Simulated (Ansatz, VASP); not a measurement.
**Cs: VASP beside Ansatz**

```xyz
1
Lattice="-3.1285 3.1285 3.1285 3.1285 -3.1285 3.1285 3.1285 3.1285 -3.1285" Properties=species:S:1:pos:R:3 pbc="T T T"
Cs    0.0000    0.0000    0.0000
```

Alike in both runs: task relaxation of cell and atoms; functional PBEsol; dispersion D4; k mesh 6 × 6 × 6; occupations fermi-dirac, width 0.05 eV; no spin polarisation.

|  | VASP | Ansatz |
| --- | --- | --- |
| version | VASP 6.6.1 | Ansatz 0.2.0 |
| potentials or method | VASP PAW PBE potentials, release 64 (Cs_sv) | Ansatz PAW |
| plane-wave cutoff (eV) | 600 | 420 |
| valence electrons in the cell | 9 | 9 |

Ansatz gave:

| Quantity | Value |
| --- | --- |
| gap on the k mesh at the Fermi level, each at its own relaxed structure (eV) | none |
| relaxed volume (Å³/atom) | 107.29 |
| relaxed cell length with the largest relative difference (Å) | 5.185 |

Q: What did VASP give for the same quantities?

A: gap on the k mesh at the Fermi level, each at its own relaxed structure (eV): none; relaxed volume (Å³/atom): 107.33; relaxed cell length with the largest relative difference (Å): 5.185.

VASP's potentials were made for PBE, not for PBEsol. A gap of «none» marks a metal or a gap that the smearing closes.

Spin-orbit coupling is off throughout. Noted on Ansatz's run: the plane-wave basis is chosen anew once the cell has moved, so the energies of steps on either side of that aren't comparable.
